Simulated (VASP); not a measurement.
# La4H (C2/m) in VASP: a series of runs

La4H is run at these levels: PBE; tasks: single point.

Program: VASP 6.6.1. These are calculated values, not measurements. Logs are shortened: lines on timing, memory, paths and dates and some standing lists are left out, and cuts for length are marked.

### Step 1. The cell of the first run

It takes space group C2/m (No. 12, monoclinic). Conventional cell: a = 13.708 Å, b = 3.803 Å, c = 6.578 Å, α = 90.00°, β = 117.53°, γ = 90.00°. La (site symmetry m) has 1 H at 2.61 Å within 3.4 Å. La (site symmetry m) has 2 H at 2.66 Å within 3.5 Å. H (site symmetry 2/m) has 6 La at 2.61 to 2.66 Å within 3.4 Å.

### Step 2. Single point, PBE

The input, INCAR:

```
PREC = Accurate ; ENCUT = 520
EDIFF = 1E-6 ; ISMEAR = 0
SIGMA = 0.1 ; LREAL = False
LASPH = True ; NELM = 60
ALGO = Normal ; ISIF = 2
LWAVE = False ; LCHARG = True
GGA = PE ; LELF = True
LVHAR = True ; NBANDS = 30
```

The input, KPOINTS:

```
Automatic mesh
0
Gamma
  6 6 4
```

The input, POSCAR:

```
La4H
1.0
    6.8540575000     -1.9015770000      0.0000000000
    6.8540575000      1.9015770000      0.0000000000
   -3.0404980000      0.0000000000      5.8331233000
La H
4 1
Direct
    0.1198690000      0.1198690000      0.4446220000
    0.6238120000      0.6238120000      0.9534530000
    0.8801310000      0.8801310000      0.5553780000
    0.3761880000      0.3761880000      0.0465470000
    0.0000000000      0.0000000000      0.0000000000
```

Potentials or basis: VASP PAW PBE potentials, release 64 (La, H).

Run with:

```console
$ cat potpaw_PBE.64/La/POTCAR potpaw_PBE.64/H/POTCAR > POTCAR
$ mpirun -np 1 vasp_std > vasp.out
```

OUTCAR:

```text
PREC = Accurate
   ENCUT = 520
   EDIFF = 1E-6
   ISMEAR = 0
   LREAL = False
   LASPH = True
   NELM = 60
   ISIF = 2
   GGA = PE

 ion  position               nearest neighbor table
   1  0.120  0.120  0.445-   3 3.68   4 3.68   4 3.68
   2  0.624  0.624  0.953-   3 3.68   3 3.68
   3  0.880  0.880  0.555-   1 3.68   2 3.68   2 3.68
   4  0.376  0.376  0.047-   1 3.68   1 3.68
   5  0.000  0.000  0.000-

  LATTYP: Found a base centered monoclinic cell.
 ALAT       =    13.7081150000
 B/A-ratio  =     0.2774381452
 C/A-ratio  =     0.4798610337
 COS(beta)  =    -0.4622229422

  Lattice vectors:

 A1 = (   6.8540575000,  -1.9015770000,   0.0000000000)
 A2 = (   6.8540575000,   1.9015770000,   0.0000000000)
 A3 = (  -3.0404980000,   0.0000000000,   5.8331233000)

Analysis of symmetry for initial positions (statically):
=====================================================================
 Subroutine PRICEL returns:
 Original cell was already a primitive cell.

 Routine SETGRP: Setting up the symmetry group for a
 base centered monoclinic supercell.

 Subroutine GETGRP returns: Found  4 space group operations
 (whereof  4 operations were pure point group operations)
 out of a pool of  4 trial point group operations.

The static configuration has the point symmetry C_2h.

Analysis of symmetry for dynamics (positions and initial velocities):
=====================================================================
 Subroutine PRICEL returns:
 Original cell was already a primitive cell.

 Routine SETGRP: Setting up the symmetry group for a
 base centered monoclinic supercell.

 Subroutine GETGRP returns: Found  4 space group operations
 (whereof  4 operations were pure point group operations)
 out of a pool of  4 trial point group operations.

The dynamic configuration has the point symmetry C_2h.

 Subroutine INISYM returns: Found  4 space group operations
 (whereof  4 operations are pure point group operations),
 and found     1 'primitive' translations

----------------------------------------------------------------------------------------

                                     Primitive cell

  volume of cell :     152.0522

  direct lattice vectors                    reciprocal lattice vectors
     6.854057500 -1.901577000  0.000000000     0.072949490 -0.262939655  0.038024703
     6.854057500  1.901577000  0.000000000     0.072949490  0.262939655  0.038024703
    -3.040498000  0.000000000  5.833123300     0.000000000  0.000000000  0.171434744

  length of vectors
     7.112952924  7.112952924  6.577990234     0.275508200  0.275508200  0.171434744

  position of ions in fractional coordinates (direct lattice)
     0.119869000  0.119869000  0.444622000
     0.623812000  0.623812000  0.953453000
     0.880131000  0.880131000  0.555378000
     0.376188000  0.376188000  0.046547000
     0.000000000  0.000000000  0.000000000

  ion indices of the primitive-cell ions
   primitive index   ion index
                 1           1
                 2           2
                 3           3
                 4           4
                 5           5

----------------------------------------------------------------------------------------

 KPOINTS: Automatic mesh

Automatic generation of k-mesh.
 Grid dimensions read from file:
 generate k-points for:    6    6    4

 Generating k-lattice:

  Cartesian coordinates                     Fractional coordinates (reciprocal lattice)
     0.012158248 -0.043823276  0.006337450     0.166666667  0.000000000 -0.000000000
     0.012158248  0.043823276  0.006337450     0.000000000  0.166666667 -0.000000000
     0.000000000  0.000000000  0.042858686     0.000000000  0.000000000  0.250000000

  Length of vectors
     0.045918033  0.045918033  0.042858686

  Shift w.r.t. Gamma in fractional coordinates (k-lattice)
     0.000000000  0.000000000  0.000000000

 Subroutine IBZKPT returns following result:
 ===========================================

 Found     47 irreducible k-points:

 Following reciprocal coordinates:
            Coordinates               Weight
  0.000000  0.000000  0.000000      1.000000
  0.166667  0.000000  0.000000      4.000000
  0.333333  0.000000  0.000000      4.000000
  0.500000  0.000000  0.000000      2.000000
  0.166667  0.166667  0.000000      2.000000
  0.333333  0.166667  0.000000      4.000000
[... 16 lines left out ...]
 -0.333333  0.166667  0.250000      4.000000
 -0.166667  0.166667  0.250000      4.000000
 [... further k-points ...]
   k-points           NKPTS =     47   k-points in BZ     NKDIM =     47   number of bands    NBANDS=     30
   number of dos      NEDOS =    301   number of ions     NIONS =      5
   total plane-waves  NPLWV = 145800
   dimension x,y,z NGX =    54 NGY =   54 NGZ =   50
   dimension x,y,z NGXF=   108 NGYF=  108 NGZF=  100
   ions per type =               4   1
   NGX,Y,Z   is equivalent  to a cutoff of  12.62, 12.62, 12.64 a.u.
   NGXF,Y,Z  is equivalent  to a cutoff of  25.24, 25.24, 25.27 a.u.
 SYSTEM =  unknown system
   PREC   = accura    normal or accurate (medium, high low for compatibility)
   ISTART =      0    job   : 0-new  1-cont  2-samecut
   ICHARG =      2    charge: 1-file 2-atom 10-const
   ISPIN  =      1    spin polarized calculation?
   LNONCOLLINEAR =      F non collinear calculations
   LSORBIT =      F    spin-orbit coupling
   LASPH  =      T    aspherical Exc in radial PAW
   ENCUT  =  520.0 eV  38.22 Ry    6.18 a.u.  13.23 13.23 12.23*2*pi/ulx,y,z
   NELM   =     60;   NELMIN=  2; NELMDL= -5     # of ELM steps
   EDIFF  = 0.1E-05   stopping-criterion for ELM
   LREAL  =      F    real-space projection
   EDIFFG = 0.1E-04   stopping-criterion for IOM
   NSW    =      0    number of steps for IOM
   IBRION =     -1    ionic relax: 0-MD 1-quasi-New 2-CG
   NFREE  =      0    steps in history (QN), initial steepest desc. (CG)
   ISIF   =      2    stress and relaxation
   ISYM   =      2    0-nonsym 1-usesym 2-fastsym
   POTIM  = 0.5000    time-step for ionic-motion
   TEBEG  =    0.0;   TEEND  =   0.0 temperature during run
   PSTRESS=    0.0 pullay stress
   NELECT =      45.0000    total number of electrons
   NUPDOWN=      -1.0000    fix difference up-down
   EMIN   =  10.00;   EMAX   =-10.00  energy-range for DOS
   EFERMI =   0.00;   METHOD = LEGACY
   ISMEAR =     0;   SIGMA  =   0.10  broadening in eV -4-tet -1-fermi 0-gaus
   EFERMI_NEDOS =   21; number of points for ismear=-14 and -15
   IALGO  =     38    algorithm
   IMIX   =      4    mixing-type and parameters
     AMIX     =   0.40;   BMIX     =  1.00
     AMIX_MAG =   1.60;   BMIX_MAG =  1.00
  volume/ion in A,a.u.               =      30.41       205.22
  Fermi-wavevector in a.u.,A,eV,Ry     =   1.090975  2.061643 16.194009  1.190226
  Thomas-Fermi vector in A             =   2.227210
   LORBIT       =      0    0 simple, 1 ext, 2 COOP (PROOUT), +10 PAW based schemes
   GGA     = PE    functional components
   LHFCALC =     F    Hartree Fock is set to
   AEXX    =    0.0000 exact exchange contribution
   IVDW    =     0    specifies the selected vdW correction
   LEPSILON=     F    determine dielectric tensor
   LRPA    =     F    only Hartree local field effects (RPA)
 non-spin polarized calculation
 Gauss-broadening in eV      SIGMA  =   0.10
  energy-cutoff  :      520.00
  volume of cell :      152.05
 maximum number of plane-waves:      4111
 NGX is ok and might be reduce to    54
   NGX = 27   NGY = 27   NGZ = 25

 number of electron      44.9999997 magnetization

 Free energy of the ion-electron system (eV)
  ---------------------------------------------------
  ext. energy  EPLUGINS =         0.00000000
  ---------------------------------------------------
  free energy    TOTEN  =       -23.48406243 eV

  energy without entropy =      -23.44684242  energy(sigma->0) =      -23.46545242

 E-fermi :   7.7426     XC(G=0):  -9.5668

 val. band max:        7.7373661165   @ k =   0.5000   0.1667   0.0000
 cond. band min:       7.7446177837   @ k =   0.5000   0.1667   0.2500
 fundamental gap:      0.0072516671
 Fermi energy:         7.7425942504

 k-point     1 :       0.0000    0.0000    0.0000
  band No.  band energies     occupation
      1     -25.1518      2.00000
      2     -24.9523      2.00000
      3     -24.9422      2.00000
      4     -24.9396      2.00000
      5      -9.5670      2.00000
      6      -9.4317      2.00000
[... 22 lines left out ...]
     29       9.3231      0.00000
     30       9.3502      0.00000

 k-point     2 :       0.1667    0.0000    0.0000
  band No.  band energies     occupation
      1     -25.1190      2.00000
      2     -24.9438      2.00000
      3     -24.9424      2.00000
      4     -24.9264      2.00000
      5      -9.4656      2.00000
      6      -9.3646      2.00000
[... 22 lines left out ...]
     29       9.1693      0.00000
     30       9.3539      0.00000

 k-point     3 :       0.3333    0.0000    0.0000
  band No.  band energies     occupation
      1     -25.0407      2.00000
      2     -24.9318      2.00000
      3     -24.9266      2.00000
      4     -24.9231      2.00000
      5      -9.2620      2.00000
      6      -9.2136      2.00000
[... 22 lines left out ...]
     29       9.1683      0.00000
     30       9.2832      0.00000

 k-point     4 :       0.5000    0.0000    0.0000
  band No.  band energies     occupation
      1     -24.9639      2.00000
      2     -24.9635      2.00000
      3     -24.9214      2.00000
      4     -24.9183      2.00000
      5      -9.2873      2.00000
      6      -9.2641      2.00000
[... 616 lines left out ...]
     29       9.1811      0.00000
     30       9.2774      0.00000

 k-point    23 :      -0.3333    0.1667    0.2500
  band No.  band energies     occupation
      1     -24.9708      2.00000
      2     -24.9510      2.00000
      3     -24.9325      2.00000
      4     -24.9127      2.00000
      5      -9.4309      2.00000
      6      -9.3558      2.00000
[... 22 lines left out ...]
     29       9.3034      0.00000
     30       9.3935      0.00000

 k-point    24 :      -0.1667    0.1667    0.2500
  band No.  band energies     occupation
      1     -25.0321      2.00000
      2     -24.9499      2.00000
      3     -24.9216      2.00000
      4     -24.9188      2.00000
      5      -9.3297      2.00000
      6      -9.2894      2.00000
[... 22 lines left out ...]
     29       9.1738      0.00000
     30       9.2440      0.00000

 [... further k-points ...]
[... 5 lines left out ...]
  --------------------------------------------------------------------------------------
  -------------------------------------------------------------------------------------
  Total       -0.0270146      0.2308379      0.2748556      0.0000000      0.0000000     -0.2317853
  in kB       -0.2846531      2.4323433      2.8961590      0.0000000      0.0000000     -2.4423260
  external PRESSURE =       1.6812831 kB  Pullay stress =       0.0000000 kB

 VOLUME and BASIS-vectors are now :
 -----------------------------------------------------------------------------
  energy-cutoff  :      520.00
  volume of cell :      152.05
      direct lattice vectors                 reciprocal lattice vectors
     6.854057500 -1.901577000  0.000000000     0.072949490 -0.262939655  0.038024703
     6.854057500  1.901577000  0.000000000     0.072949490  0.262939655  0.038024703
    -3.040498000  0.000000000  5.833123300     0.000000000  0.000000000  0.171434744

 POSITION                                       TOTAL-FORCE (eV/Angst)
 -----------------------------------------------------------------------------------
      0.29131      0.00000      2.59353        -0.003540      0.000000      0.007233
      5.65231      0.00000      5.56161        -0.016104      0.000000      0.004301
     10.37631      0.00000      3.23959         0.003540      0.000000     -0.007233
      5.01530      0.00000      0.27151         0.016104      0.000000     -0.004301
      0.00000      0.00000      0.00000         0.000000      0.000000      0.000000
 -----------------------------------------------------------------------------------
    total drift:                               -0.000000     -0.000000      0.000000

  FREE ENERGIE OF THE ION-ELECTRON SYSTEM (eV)
  ---------------------------------------------------
  free  energy   TOTEN  =       -23.4840624259 eV

  energy  without entropy=      -23.4468424225  energy(sigma->0) =      -23.46545242
```

Run time: 14 min. Hardware: 1 thread of Oxide Virtual Turin-like, shared host; peak memory 0.45 GiB.

Results:

* Free energy: -23.4841 eV
* Pressure: 0.2 GPa
* Largest force: 0.017 eV/Å

Forces on the atoms (eV/Å):
```
La  -0.004  0.000  0.007
La  -0.016  0.000  0.004
La   0.004  0.000 -0.007
La   0.016  0.000 -0.004
H    0.000  0.000  0.000
```

Stress tensor (GPa, compression positive):
```
-0.03  0.00 -0.24
 0.00  0.24  0.00
-0.24  0.00  0.29
```

Caveat: spin-orbit coupling is left out, which moves the levels of the heavy elements.

### Step 3. Single point, PBE

The input, INCAR:

```
SYSTEM = La4H
  PREC = Accurate
  ENCUT = 520
  EDIFF = 1E-6
  ISMEAR = 0
  SIGMA = 0.1
  LREAL = .FALSE.
  LASPH = .TRUE.
  NELM = 100
  ALGO = Normal
  ISIF = 2
  LWAVE = .FALSE.
  LCHARG = .FALSE.
  GGA = PE
  NBANDS = 30
```

The input, KPOINTS:

```
regular mesh
0
G
  10 10 6
  0 0 0
```

POSCAR is that of step 2.

Potentials or basis: VASP PAW PBE potentials, release 64 (La, H).

Run with:

```console
$ cat potpaw_PBE.64/La/POTCAR potpaw_PBE.64/H/POTCAR > POTCAR
$ mpirun -np 1 vasp_std > vasp.out
```

Run time: 28 min. Hardware: 1 thread of Oxide Virtual Turin-like, shared host; peak memory 0.84 GiB.

The run converged. Its results:

- Free energy: -23.4806 eV
- Pressure: 0.1 GPa
- Largest force: 0.003 eV/Å

Forces on the atoms (eV/Å):
```
La   0.003  0.000 -0.002
La  -0.001  0.000  0.000
La  -0.003  0.000  0.002
La   0.001  0.000  0.000
H    0.000  0.000  0.000
```

Levels at points of the mesh, in eV from the Fermi level:
```
           k point  band 20  band 21  band 22  band 23  band 24  band 25
(0.00, 0.00, 0.00)    -1.60    -0.43    -0.35     0.34     1.13     1.14
(0.50, 0.00, 0.00)    -0.82    -0.42    -0.28     0.06     0.16     0.56
(0.50, 0.50, 0.00)    -1.38    -1.28     0.08     0.40     0.93     1.03
(0.00, 0.00, 0.50)    -0.83    -0.72    -0.31     0.00     0.23     0.58
(0.50, 0.00, 0.50)    -1.21    -1.19    -0.47    -0.28     0.47     1.06
(0.50, 0.50, 0.50)    -0.93    -0.81    -0.19     0.26     0.31     0.58
```

Caveat: spin-orbit coupling is left out, which moves the levels of the heavy elements.
